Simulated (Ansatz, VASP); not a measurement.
## Two plane-wave programs on Al

```
CELL_PARAMETERS angstrom
1.40049 -1.89143 0.00000
1.40049 1.89143 0.00000
-1.19001 0.00000 2.16419
ATOMIC_POSITIONS crystal
Al 0.00000 0.00000 0.50000
```

Alike in both runs: task relaxation of cell and atoms; functional PBE; k mesh 8 × 8 × 8; occupations gaussian, width 0.1 eV; no spin polarisation.

|  | VASP | Ansatz |
| --- | --- | --- |
| version | VASP 6.6.1 | Ansatz 0.2.0 |
| potentials or method | VASP PAW PBE potentials, release 64 (Al), cutoff 600 eV | scalar-relativistic, plane waves, PAW |
| valence electrons in the cell | 3 | 3 |

```csv
,VASP,Ansatz,Ansatz less VASP
"gap on the k mesh at the Fermi level, each at its own relaxed structure (eV)",none,none,-
relaxed volume (Å³/atom),17.04,17.05,+0.012
relaxed cell length with the largest relative difference (Å),2.816,2.917,+0.1005
```

A gap of «none» marks a metal or a gap that the smearing closes.

The k mesh is coarse, so the values compare programs but aren't converged. Noted on VASP's run: the volume moved by over 15 % at a fixed basis, so the end points are rough.
